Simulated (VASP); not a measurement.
Runs of VASP 6.6.1 on SiAs5. The structure is that of space group P6/mmm (No. 191), or close to it. The cells are those of the table. 

```csv
task,cell,k mesh,cutoff (eV),gap on the mesh (eV),pressure (GPa)
single point,"a = 5.341, b = 5.341, c = 5.111 Å, angles 90.0, 90.0, 120.0°, 6 atoms",6 × 6 × 4,520,none,0.1
single point,"a = 5.782, b = 5.782, c = 4.820 Å, angles 90.0, 90.0, 120.0°, 6 atoms",3 × 3 × 4,520,none,-4.4
relaxation of cell and atoms,"relaxed from a = 5.782, b = 5.782, c = 4.820 Å, angles 90.0, 90.0, 120.0°, 6 atoms",3 × 3 × 4,600,none,0.0
single point,"a = 5.182, b = 5.182, c = 5.415 Å, angles 90.0, 90.0, 120.0°, 6 atoms",3 × 3 × 4,520,none,(a)
```

Alike in all rows: level PBE; potentials or basis VASP PAW PBE potentials, release 64 (Si, As); no spin polarisation; smearing gaussian 0.1 eV.

Q: Estimate the missing entries.

A: (a) 0.2.

Caveats: some runs use coarse meshes.

A k mesh can miss the band edges, and the runs leave out spin-orbit coupling on As.

A gap of «none» marks levels without a gap at the run's occupations.
